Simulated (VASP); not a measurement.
Runs of VASP 6.6.1 on C. The structure is that of space group I4_1/amd (No. 141), or close to it. The cells are those of the table. 

```tsv
cell	gap on the mesh (eV)	pressure (GPa)
a = 2.463, b = 2.463, c = 2.579 Å, angles 58.4, 58.4, 63.1°, 2 atoms	1.80	1.1
a = 2.456, b = 2.456, c = 2.600 Å, angles 58.1, 58.1, 63.9°, 2 atoms	(a)	1.1
a = 2.557, b = 2.557, c = 2.399 Å, angles 62.0, 62.0, 55.9°, 2 atoms	(b)	1.4
a = 2.502, b = 2.502, c = 2.619 Å, angles 58.4, 58.4, 63.1°, 2 atoms	1.77	-19.1
```

Alike in all rows: task single point; level LDA; potentials or basis VASP PAW LDA potentials, release 64 (C_h); no spin polarisation; k mesh 12 × 12 × 12; cutoff (eV) 1300; smearing gaussian 0.05 eV.

Problem. Fill in the values left out.

Solution. (a) 1.23; (b) 2.67.

Caveats: the stress differs along the axes, from -27 to 56 GPa (at least some runs); the stress differs along the axes, from -32 to 68 GPa (at least some runs); the stress differs along the axes, from -85 to 44 GPa (at least some runs); the stress differs along the axes, from -45 to 34 GPa (at least some runs).

A k mesh can miss the band edges.
